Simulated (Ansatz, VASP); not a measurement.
**Sr2CuSO2 in VASP and in Ansatz**

File INCAR:

```
PREC = Accurate
ENCUT = 820
EDIFF = 1E-6
ISMEAR = -1
SIGMA = 0.05
LREAL = F
LASPH = T
NELM = 120
ALGO = Normal
ISIF = 2
LWAVE = F
LCHARG = F
GGA = PE
NBANDS = 38
GGA_COMPAT = F
```

Contents of KPOINTS:

```
Automatic mesh
0
Gamma
  7 7 4
```

Contents of POSCAR:

```
Sr2CuSO2
1.0
    3.8761519894      0.0000000000      0.0000000000
    0.0000000000      3.8761519894      0.0000000000
    0.0000000000      0.0000000000      6.8350955212
Sr Cu S O
2 1 1 2
Direct
    0.0000000000      0.0000000000      0.7508430000
    0.0000000000      0.0000000000      0.2491570000
    0.5000000000      0.5000000000      0.0000000000
    0.5000000000      0.5000000000      0.5000000000
    0.5000000000      0.0000000000      0.0000000000
    0.0000000000      0.5000000000      0.0000000000
```

Contents of input.yaml:

```yaml
crystal:
  lattice:
    - [3.8761519894, 0.0, 0.0]
    - [0.0, 3.8761519894, 0.0]
    - [0.0, 0.0, 6.8350955212]
  atoms:
    - { symbol: Sr, position: [0.0, 0.0, 0.750843] }
    - { symbol: Sr, position: [0.0, 0.0, 0.249157] }
    - { symbol: Cu, position: [0.5, 0.5, 0.0] }
    - { symbol: S, position: [0.5, 0.5, 0.5] }
    - { symbol: O, position: [0.5, 0.0, 0.0] }
    - { symbol: O, position: [0.0, 0.5, 0.0] }
hamiltonian:
  xc: pbe
  pseudopotentials: { kind: paw }
kpoints:
  mp_grid: { grid: [7, 7, 4] }
scf:
  occupations: { method: fermi_dirac, width: 0.05 }
output:
  forces: true
  stress: true
  eigenvalues: true
```

Alike in both runs: task single point; functional PBE; k mesh 7 × 7 × 4; occupations fermi-dirac, width 0.05 eV; no spin polarisation.

|  | VASP | Ansatz |
| --- | --- | --- |
| version | VASP 6.6.1 | Ansatz 0.2.0 |
| potentials or method | VASP PAW PBE potentials, release 64 (Sr_sv, Cu_sv_GW, S, O) | Ansatz PAW |
| plane-wave cutoff (eV) | 820 | 420 |
| valence electrons in the cell | 57 | 57 |

VASP gave:

| Property | Result |
| --- | --- |
| gap on the k mesh at the Fermi level (eV) | none |
| pressure (GPa) | 1.8 |
| traceless stress, the component that is largest in VASP (GPa) | -0.43 |
| rms of the force components (eV/Å) | 0.019 |

Question: Which values does Ansatz return?

Answer: gap on the k mesh at the Fermi level (eV): none; pressure (GPa): 1.6; traceless stress, the component that is largest in VASP (GPa): -0.48; rms of the force components (eV/Å): 0.001.

Atom by atom the forces differ by 0.018 eV/Å (rms over components). A gap of «none» marks a metal or a gap that the smearing closes. With one functional, cell and mesh, what is left measures potentials, basis and numerics.
